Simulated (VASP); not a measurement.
Set up this calculation in VASP 6.6.1, as the native input.

```yaml
Task: relaxation of cell and atoms
Functional: PBE
Potentials_or_basis: VASP PAW PBE potentials, release 64 (B, P)
Cutoff: 600 eV
k_mesh: 6 × 6 × 6
Occupations: gaussian, width 0.1 eV
Spin: no spin polarisation
Dipole_correction: no
Further_INCAR_settings: ALGO = Normal; EDIFF = 1e-06; IBRION = 2; EDIFFG = -0.04; NSW = 90; ISIF = 3
```

The structure of BP lies in POSCAR:

```
BP
1.0
    3.0281818700      0.0000000000      0.0000000000
    0.0000000000      3.0281818700      0.0000000000
    0.0000000000      0.0000000000      3.0281818700
B P
1 1
Direct
    0.0000000000      0.0000000000      0.0000000000
    0.5000000000      0.5000000000      0.5000000000
```

One way to write it, as run:

INCAR

```
  ALGO = Normal
  EDIFF = 1E-6
  EDIFFG = -0.04
  ENCUT = 600
  GGA = PE
  IBRION = 2
  ISIF = 3
  ISMEAR = 0
  LASPH = T
  LCHARG = F
  LREAL = F
  LWAVE = F
  NELM = 100
  NSW = 90
  PREC = Accurate
  SIGMA = 0.1
```

KPOINTS

```
k-points
0
Gamma
  6 6 6
```

Potentials or basis: VASP PAW PBE potentials, release 64 (B, P).

The run is started by

```console
$ cat potpaw_PBE.64/B/POTCAR potpaw_PBE.64/P/POTCAR > POTCAR
$ mpirun -np 1 vasp_std > vasp.out
```

Results of the run:

| Quantity | Value |
| --- | --- |
| Relaxed volume | 10.18 Å³/atom |
| Relaxed cell | a = 2.730 Å, b = 2.730 Å, c = 2.730 Å, α = 90.00°, β = 90.00°, γ = 90.00° |
| Space group after relaxing (to 0.05 Å) | Pm-3m (No. 221) |
| Energy gained by relaxing | 315.5 meV/atom |
| Ionic steps | 3 |
| Pressure after relaxing | 0.2 GPa |

Caveat: the volume moved by over 15 % at a fixed basis, so the end points are rough.

Run time: 5.4 s on 1 thread of Intel(R) Xeon(R) Platinum 8488C (Sapphire Rapids), on a shared host, peak memory 0.13 GiB.
